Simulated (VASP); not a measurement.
# NiO (Fm-3m) in VASP: a series of runs

The runs below take NiO through single point, with PBE.

Everything below comes from runs of VASP 6.6.1. Logs are shortened: lines on timing, memory, paths and dates and some standing lists are left out, and cuts for length are marked.

## (1) The cell of the first run

The structure is cubic, space group Fm-3m (No. 225). Conventional cell: a = 4.172 Å, b = 4.172 Å, c = 4.172 Å, α = 90.00°, β = 90.00°, γ = 90.00°. Ni (site symmetry m-3m) has 6 O at 2.09 Å within 2.8 Å. Within 2.8 Å of O (site symmetry m-3m) lie 6 Ni at 2.09 Å.

## (2) Single point, PBE, collinear spin, zero start

Input file INCAR:

```
ALGO = Normal
EDIFF = 1E-6
ENCUT = 520
GGA = PE
ISIF = 2
ISMEAR = -1
ISPIN = 2
LASPH = True
LCHARG = False
LMAXMIX = 4
LORBIT = 11
LREAL = False
LWAVE = False
MAGMOM = 0 0
NBANDS = 19
NELM = 150
NUPDOWN = 0.0
PREC = Accurate
SIGMA = 0.1
```

Input file KPOINTS:

```
k-points
0
Gamma
  14 14 14
```

Input file POSCAR:

```
NiO
1.0
    0.0000000000      2.0859000000      2.0859000000
    2.0859000000      0.0000000000      2.0859000000
    2.0859000000      2.0859000000      0.0000000000
Ni O
1 1
Direct
    0.0000000000      0.0000000000      0.0000000000
    0.5000000000      0.5000000000      0.5000000000
```

Potentials or basis: VASP PAW PBE potentials, release 64 (Ni, O).

Run with:

```console
$ cat potpaw_PBE.64/Ni/POTCAR potpaw_PBE.64/O/POTCAR > POTCAR
$ mpirun -np 1 vasp_std > vasp.out
```

OUTCAR:

```text
EDIFF = 1E-6
   ENCUT = 520
   GGA = PE
   ISIF = 2
   ISMEAR = -1
   ISPIN = 2
   LASPH = True
   LORBIT = 11
   LREAL = False
   NELM = 150
   NUPDOWN = 0.0
   PREC = Accurate

 ion  position               nearest neighbor table
   1  0.000  0.000  0.000-   2 2.09   2 2.09   2 2.09   2 2.09   2 2.09   2 2.09
   2  0.500  0.500  0.500-   1 2.09   1 2.09   1 2.09   1 2.09   1 2.09   1 2.09

  LATTYP: Found a face centered cubic cell.
 ALAT       =     4.1718000000

  Lattice vectors:

 A1 = (   0.0000000000,   2.0859000000,   2.0859000000)
 A2 = (   2.0859000000,   0.0000000000,   2.0859000000)
 A3 = (   2.0859000000,   2.0859000000,   0.0000000000)

Analysis of symmetry for initial positions (statically):
=====================================================================
 Subroutine PRICEL returns:
 Original cell was already a primitive cell.

 Routine SETGRP: Setting up the symmetry group for a
 face centered cubic supercell.

 Subroutine GETGRP returns: Found 48 space group operations
 (whereof 48 operations were pure point group operations)
 out of a pool of 48 trial point group operations.

The static configuration has the point symmetry O_h .

Analysis of symmetry for dynamics (positions and initial velocities):
=====================================================================
 Subroutine PRICEL returns:
 Original cell was already a primitive cell.

 Routine SETGRP: Setting up the symmetry group for a
 face centered cubic supercell.

 Subroutine GETGRP returns: Found 48 space group operations
 (whereof 48 operations were pure point group operations)
 out of a pool of 48 trial point group operations.

The dynamic configuration has the point symmetry O_h .

Analysis of structural, dynamic, and magnetic symmetry:
=====================================================================
 Subroutine PRICEL returns:
 Original cell was already a primitive cell.

 Routine SETGRP: Setting up the symmetry group for a
 face centered cubic supercell.

 Subroutine GETGRP returns: Found 48 space group operations
 (whereof 48 operations were pure point group operations)
 out of a pool of 48 trial point group operations.

The overall configuration has the point symmetry O_h .

 Subroutine INISYM returns: Found 48 space group operations
 (whereof 48 operations are pure point group operations),
 and found     1 'primitive' translations

----------------------------------------------------------------------------------------
[... 115 lines left out ...]
  Fermi-wavevector in a.u.,A,eV,Ry     =   1.569681  2.966267 33.523364  2.463898
  Thomas-Fermi vector in A             =   2.671527
   LORBIT       =     11    0 simple, 1 ext, 2 COOP (PROOUT), +10 PAW based schemes
   GGA     = PE    functional components
   LHFCALC =     F    Hartree Fock is set to
   AEXX    =    0.0000 exact exchange contribution
   IVDW    =     0    specifies the selected vdW correction
   LEPSILON=     F    determine dielectric tensor
   LRPA    =     F    only Hartree local field effects (RPA)
 spin polarized calculation
  energy-cutoff  :      520.00
  volume of cell :       18.15
 maximum number of plane-waves:       531
 NGX is ok and might be reduce to    24
   NGX = 11   NGY = 11   NGZ = 11

 number of electron      16.0000001 magnetization      -0.0000000

 number of electron      16.0000001 magnetization       0.0000000

 Free energy of the ion-electron system (eV)
  ---------------------------------------------------
  ext. energy  EPLUGINS =         0.00000000
  ---------------------------------------------------
  free energy    TOTEN  =       -11.40987811 eV

  energy without entropy =      -11.34682838  energy(sigma->0) =      -11.37835325

 E-fermi :   7.9185     XC(G=0): -12.7061

 val. band max:        7.9143556335   @ k =  -0.3571   0.4286   0.1429
 cond. band min:       7.9485812624   @ k =  -0.2857   0.5000   0.2143
 fundamental gap:      0.0342256289
 Fermi energy:         7.9185018519

 spin component 1

 k-point     1 :       0.0000    0.0000    0.0000
  band No.  band energies     occupation
      1     -12.5578      1.00000
      2       4.8014      1.00000
      3       4.8014      1.00000
      4       4.8014      1.00000
      5       6.0441      1.00000
      6       6.0441      1.00000
[... 517 lines left out ...]
     18      38.2546      0.00000
     19      39.0487      0.00000

 [... further k-points ...]

 spin component 2

 k-point     1 :       0.0000    0.0000    0.0000
  band No.  band energies     occupation
      1     -12.5578      1.00000
      2       4.8014      1.00000
      3       4.8014      1.00000
      4       4.8014      1.00000
      5       6.0441      1.00000
      6       6.0441      1.00000
[... 517 lines left out ...]
     18      38.2546      0.00000
     19      39.0487      0.00000

 [... further k-points ...]

------------------------ aborting loop because EDIFF is reached ----------------------------------------

  FORCE on cell =-STRESS in cart. coord.  units (eV):
  Direction    XX          YY          ZZ          XY          YZ          ZX
  --------------------------------------------------------------------------------------
  -------------------------------------------------------------------------------------
  Total       -0.1709764     -0.1709764     -0.1709764      0.0000000     -0.0000000      0.0000000
  in kB      -15.0916316    -15.0916316    -15.0916316      0.0000000     -0.0000000      0.0000000
  external PRESSURE =     -15.0916316 kB  Pullay stress =       0.0000000 kB

 VOLUME and BASIS-vectors are now :
 -----------------------------------------------------------------------------
  energy-cutoff  :      520.00
  volume of cell :       18.15
      direct lattice vectors                 reciprocal lattice vectors
     0.000000000  2.085900000  2.085900000    -0.239704684  0.239704684  0.239704684
     2.085900000  0.000000000  2.085900000     0.239704684 -0.239704684  0.239704684
     2.085900000  2.085900000  0.000000000     0.239704684  0.239704684 -0.239704684

 POSITION                                       TOTAL-FORCE (eV/Angst)
 -----------------------------------------------------------------------------------
      0.00000      0.00000      0.00000         0.000000     -0.000000      0.000000
      2.08590      2.08590      2.08590         0.000000      0.000000      0.000000
 -----------------------------------------------------------------------------------
    total drift:                                0.000000     -0.000000     -0.000000

  FREE ENERGIE OF THE ION-ELECTRON SYSTEM (eV)
  ---------------------------------------------------
  free  energy   TOTEN  =       -11.4098781127 eV

  energy  without entropy=      -11.3468283835  energy(sigma->0) =      -11.37835325

 total charge

# of ion       s       p       d       tot
------------------------------------------
    1        0.325   0.389   8.346   9.060
    2        1.575   3.363   0.000   4.938
--------------------------------------------------
tot          1.899   3.753   8.346  13.998

 magnetization (x)

# of ion       s       p       d       tot
------------------------------------------
    1        0.000   0.000  -0.000  -0.000
    2        0.000   0.000   0.000   0.000
--------------------------------------------------
tot          0.000   0.000  -0.000   0.000
```

OSZICAR:

```text
N       E                     dE             d eps       ncg     rms          rms(c)
DAV:   1     0.844218200131E+02    0.84422E+02   -0.70872E+03  8462   0.109E+03
DAV:   2    -0.850563767466E+01   -0.92927E+02   -0.81111E+02  8204   0.237E+02
DAV:   3    -0.135837551876E+02   -0.50781E+01   -0.47724E+01  9067   0.555E+01
DAV:   4    -0.136289994090E+02   -0.45244E-01   -0.45185E-01  8839   0.513E+00
DAV:   5    -0.136296814862E+02   -0.68208E-03   -0.68203E-03  8969   0.624E-01    0.132E+01
DAV:   6    -0.130184545528E+02    0.61123E+00   -0.10102E+01 10511   0.547E+01    0.151E+01
DAV:   7    -0.114885551961E+02    0.15299E+01   -0.50501E+00 10175   0.472E+01    0.507E+00
DAV:   8    -0.114172987321E+02    0.71256E-01   -0.26989E-01 10306   0.870E+00    0.167E+00
DAV:   9    -0.114098535928E+02    0.74451E-02   -0.29888E-02 10593   0.254E+00    0.163E-01
DAV:  10    -0.114099881941E+02   -0.13460E-03   -0.23524E-03 11259   0.710E-01    0.124E-01
DAV:  11    -0.114098805691E+02    0.10763E-03   -0.38446E-04 11342   0.332E-01    0.274E-02
DAV:  12    -0.114098777932E+02    0.27758E-05   -0.21256E-05  9194   0.471E-02    0.511E-03
DAV:  13    -0.114098781127E+02   -0.31947E-06   -0.14984E-06  7624   0.118E-02
   1 F= -.11409878E+02 E0= -.11378353E+02  d E =-.630497E-01  mag=     0.0000
```

Run time: 96 s. Hardware: 1 thread of Intel Xeon 8259CL, shared host; peak memory 0.19 GiB.

What came out:

```yaml
Free_energy: -11.4099 eV
Pressure: -1.5 GPa
Net_moment: 0.00 μB per cell
Valence_electrons_inside_the_program's_atomic_spheres: Ni 9.06; O 4.94
```

Caveat: the total moment is fixed, so each spin has its own Fermi level.

## (3) Single point, PBE, collinear spin, ferromagnetic start

Input file INCAR:

```
  PREC = Accurate
  ENCUT = 520
  EDIFF = 1E-6
  ISMEAR = -1
  SIGMA = 0.1
  LREAL = F
  LASPH = T
  NELM = 150
  ALGO = Normal
  ISIF = 2
  LWAVE = F
  LCHARG = T
  ISPIN = 2
  MAGMOM = 0.38 0.05
  LORBIT = 11
  NUPDOWN = 0.4
  LMAXMIX = 4
  GGA = PE
  LELF = T
  LVHAR = T
  NBANDS = 19
```

Input file KPOINTS:

```
Automatic mesh
0
Gamma
  14 14 14
```

POSCAR is that of step 2.

Potentials or basis: VASP PAW PBE potentials, release 64 (Ni, O).

Run with:

```console
$ cat potpaw_PBE.64/Ni/POTCAR potpaw_PBE.64/O/POTCAR > POTCAR
$ mpirun -np 1 vasp_std > vasp.out
```

OUTCAR:

```text
PREC = Accurate
   ENCUT = 520
   EDIFF = 1E-6
   ISMEAR = -1
   LREAL = F
   LASPH = T
   NELM = 150
   ISIF = 2
   ISPIN = 2
   LORBIT = 11
   NUPDOWN = 0.4
   GGA = PE

 ion  position               nearest neighbor table
   1  0.000  0.000  0.000-   2 2.09   2 2.09   2 2.09   2 2.09   2 2.09   2 2.09
   2  0.500  0.500  0.500-   1 2.09   1 2.09   1 2.09   1 2.09   1 2.09   1 2.09

  LATTYP: Found a face centered cubic cell.
 ALAT       =     4.1718000000

  Lattice vectors:

 A1 = (   0.0000000000,   2.0859000000,   2.0859000000)
[... 1270 lines left out ...]
  external PRESSURE =     -11.2618586 kB  Pullay stress =       0.0000000 kB

 VOLUME and BASIS-vectors are now :
 -----------------------------------------------------------------------------
  energy-cutoff  :      520.00
  volume of cell :       18.15
      direct lattice vectors                 reciprocal lattice vectors
     0.000000000  2.085900000  2.085900000    -0.239704684  0.239704684  0.239704684
     2.085900000  0.000000000  2.085900000     0.239704684 -0.239704684  0.239704684
     2.085900000  2.085900000  0.000000000     0.239704684  0.239704684 -0.239704684

 POSITION                                       TOTAL-FORCE (eV/Angst)
 -----------------------------------------------------------------------------------
      0.00000      0.00000      0.00000        -0.000000     -0.000000      0.000000
      2.08590      2.08590      2.08590         0.000000      0.000000     -0.000000
 -----------------------------------------------------------------------------------
    total drift:                                0.000000     -0.000000     -0.000000

  FREE ENERGIE OF THE ION-ELECTRON SYSTEM (eV)
  ---------------------------------------------------
  free  energy   TOTEN  =       -11.4170639412 eV

  energy  without entropy=      -11.3516022685  energy(sigma->0) =      -11.38433310

 total charge

# of ion       s       p       d       tot
------------------------------------------
    1        0.326   0.390   8.340   9.056
    2        1.573   3.367   0.000   4.940
--------------------------------------------------
tot          1.899   3.757   8.340  13.996

 magnetization (x)

# of ion       s       p       d       tot
------------------------------------------
    1        0.004   0.005   0.342   0.351
    2        0.007   0.033   0.000   0.040
--------------------------------------------------
tot          0.011   0.037   0.342   0.391
```

OSZICAR:

```text
N       E                     dE             d eps       ncg     rms          rms(c)
DAV:   1     0.843963900439E+02    0.84396E+02   -0.68935E+03  8470   0.104E+03
DAV:   2    -0.851417893272E+01   -0.92911E+02   -0.81192E+02  8199   0.237E+02
DAV:   3    -0.135926710605E+02   -0.50785E+01   -0.47766E+01  9067   0.555E+01
DAV:   4    -0.136378359393E+02   -0.45165E-01   -0.45107E-01  8826   0.512E+00
DAV:   5    -0.136385159755E+02   -0.68004E-03   -0.67999E-03  8958   0.622E-01    0.133E+01
DAV:   6    -0.129939976601E+02    0.64452E+00   -0.10133E+01 10493   0.550E+01    0.153E+01
DAV:   7    -0.114921910285E+02    0.15018E+01   -0.50239E+00 10141   0.472E+01    0.519E+00
DAV:   8    -0.114219898471E+02    0.70201E-01   -0.25103E-01 10383   0.834E+00    0.202E+00
DAV:   9    -0.114181742064E+02    0.38156E-02   -0.22456E-02  8923   0.165E+00    0.669E-01
DAV:  10    -0.114169661105E+02    0.12081E-02   -0.23106E-03 10428   0.902E-01    0.712E-02
DAV:  11    -0.114170713464E+02   -0.10524E-03   -0.48638E-04 11637   0.249E-01    0.621E-02
DAV:  12    -0.114170625511E+02    0.87954E-05   -0.61577E-05 11323   0.128E-01    0.135E-02
DAV:  13    -0.114170637955E+02   -0.12444E-05   -0.57338E-06  9168   0.275E-02    0.493E-03
DAV:  14    -0.114170639412E+02   -0.14571E-06   -0.70892E-07  5971   0.839E-03
   1 F= -.11417064E+02 E0= -.11384333E+02  d E =-.654617E-01  mag=     0.4000
```

stdout:

```text
POSCAR found type information on POSCAR NiO
 POSCAR found :  2 types and       2 ions
 scaLAPACK will be used
 LDA part: xc-table for (Slater+PW92), standard interpolation
 POSCAR, INCAR and KPOINTS ok, starting setup
 FFT: planning ... GRIDC
 FFT: planning ... GRID_SOFT
 FFT: planning ... GRID
 WAVECAR not read
 entering main loop
```

Wall time 95 s (1 thread of Intel Xeon 8259CL, shared host); peak memory 0.19 GiB.

What came out:

```yaml
Free_energy: -11.4171 eV
Pressure: -1.1 GPa
Net_moment: 0.40 μB per cell
Site_moments: Ni +0.35; O +0.04 μB
Valence_electrons_inside_the_program's_atomic_spheres: Ni 9.06; O 4.94
```

Caveat: the total moment is fixed, so each spin has its own Fermi level.

## (4) Single point, PBE, collinear spin, ferromagnetic start

Input file INCAR:

```
SYSTEM = NiO
PREC = Accurate
ENCUT = 520
EDIFF = 1E-7
ISMEAR = -1
SIGMA = 0.1
LREAL = .False.
LASPH = .True.
NELM = 150
ALGO = Normal
ISIF = 2
LWAVE = .False.
LCHARG = .False.
ISPIN = 2
MAGMOM = 0.84 0.11
LORBIT = 11
NUPDOWN = 0.9
LMAXMIX = 4
GGA = PE
NBANDS = 19
```

Input file KPOINTS:

```
Automatic mesh
0
Gamma
  14 14 14
  0 0 0
```

POSCAR is that of step 3.

Run with:

```console
$ cat potpaw_PBE.64/Ni/POTCAR potpaw_PBE.64/O/POTCAR > POTCAR
$ mpirun -np 1 vasp_std > vasp.out
```

Run time: 99 s. Hardware: 1 thread of Intel Xeon 8259CL, shared host; peak memory 0.19 GiB.

The run converged. Its results:

```yaml
Free_energy: -11.4478 eV
Pressure: 0.4 GPa
Net_moment: 0.90 μB per cell
Site_moments: Ni +0.78; O +0.10 μB
Valence_electrons_inside_the_program's_atomic_spheres: Ni 9.04; O 4.95
```

Caveat: the total moment is fixed, so each spin has its own Fermi level; a cell with one magnetic atom can't hold antiferromagnetic order, which such compounds often take.

## (5) Summary

| spin | fixed moment (μB) | pressure (GPa) | moment (μB) |
| --- | --- | --- | --- |
| collinear, zero start | 0.0 | -1.5 | 0.00 |
| collinear, ferromagnetic start | 0.4 | -1.1 | 0.40 |
| collinear, ferromagnetic start | 0.9 | 0.4 | 0.90 |

Alike in all rows: task single point; level PBE; potentials or basis VASP PAW PBE potentials, release 64 (Ni, O); cell as given; k mesh 14 × 14 × 14; cutoff (eV) 520; smearing fermi-dirac 0.1 eV.

Caveats: the total moment is fixed, so each spin has its own Fermi level; a cell with one magnetic atom can't hold antiferromagnetic order, which such compounds often take (at least some runs).

Total energies depend on the potentials used, so only differences within one code and one set of settings carry meaning.
